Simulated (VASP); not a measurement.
**Zr3SeS2: single point with PBE**

The system is Zr3SeS2.

```xyz
6
Lattice="3.2695 0.0000 0.0000 0.0000 3.2695 0.0000 0.0000 0.0000 9.8177" Properties=species:S:1:pos:R:3 pbc="T T T"
Zr    1.6348    1.6348    1.6994
Zr    1.6348    1.6348    4.9089
Zr    1.6348    1.6348    8.1183
Se    0.0000    0.0000    0.0000
S     0.0000    0.0000    3.3003
S     0.0000    0.0000    6.5174
```

The cell was built from a structure type or drawn by symmetry, and may not be a known phase.

| Property | Result |
| --- | --- |
| Program | VASP 6.6.1 |
| Task | single point |
| Functional | PBE |
| Potentials or basis | VASP PAW PBE potentials, release 64 (Zr_sv, Se, S) |
| Cutoff | 520 eV |
| k mesh | 12 × 12 × 4 |
| Occupations | gaussian, width 0.1 eV |
| Spin | no spin polarisation |

* Pressure: 0.1 GPa
* Band gap on the k mesh: zero (bands 27 and 28 overlap by 2.61 eV)

Forces in eV/Å, atoms in the order of the input:
```
Zr   0.000  0.000  0.002
Zr   0.000  0.000  0.000
Zr   0.000  0.000 -0.002
Se   0.000  0.000  0.000
S    0.000  0.000  0.002
S    0.000  0.000 -0.002
```

Levels at points of the mesh, in eV from the Fermi level:
| k point | band 25 | band 26 | band 27 | band 28 | band 29 | band 30 |
| --- | --- | --- | --- | --- | --- | --- |
| (0.00, 0.00, 0.00) | -2.48 | -2.48 | -1.98 | -1.87 | 1.11 | 1.38 |
| (0.50, 0.00, 0.00) | -1.67 | -1.60 | -1.55 | 0.66 | 0.89 | 1.28 |
| (0.50, 0.50, 0.00) | -1.76 | 0.32 | 0.32 | 0.80 | 0.81 | 0.86 |
| (0.00, 0.00, 0.50) | -2.55 | -2.44 | -1.57 | -1.18 | -0.91 | 2.41 |
| (0.50, 0.00, 0.50) | -1.62 | -1.34 | -1.34 | 0.31 | 0.33 | 0.85 |
| (0.50, 0.50, 0.50) | -1.52 | -1.44 | 0.74 | 0.74 | 1.01 | 1.01 |

Wall time 7.6 min on 1 thread of Intel Xeon 8259CL, with other jobs on the host, peak memory 0.39 GiB.
